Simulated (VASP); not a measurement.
The system is NaF.

```xyz
2
Lattice="0.0000 2.3151 2.3151 2.3151 0.0000 2.3151 2.3151 2.3151 0.0000" Properties=species:S:1:pos:R:3 pbc="T T T"
Na    0.0000    0.0000    0.0000
F     2.3151    2.3151    2.3151
```

Base run:

| Quantity | Value |
| --- | --- |
| Program | VASP 6.6.1 |
| Functional | PBEsol |
| Dispersion | D3(BJ) |
| Potentials or basis | VASP PAW PBE potentials, release 64 (Na_pv, F) |
| Cutoff | 520 eV |
| k mesh | 10 × 10 × 10 |
| Occupations | gaussian, width 0.01 eV |
| Spin | no spin polarisation |

Its results: band gap on the k mesh 6.17 eV; pressure -2.2 GPa.

Q: The run is repeated on the same cell with these changes: dispersion from D3(BJ) to none; further incar settings from ALGO = Normal; EDIFF = 1e-07; NBANDS = 14 to ALGO = Normal; EDIFF = 1e-06; NBANDS = 14. What comes out?

A: Band gap on the k mesh 6.17 eV; pressure -0.1 GPa.

Caveats: the PAW data sets were made with another functional, which shifts forces and pressure a little; three body term missing (at least some runs).

A k mesh can miss the band edges.
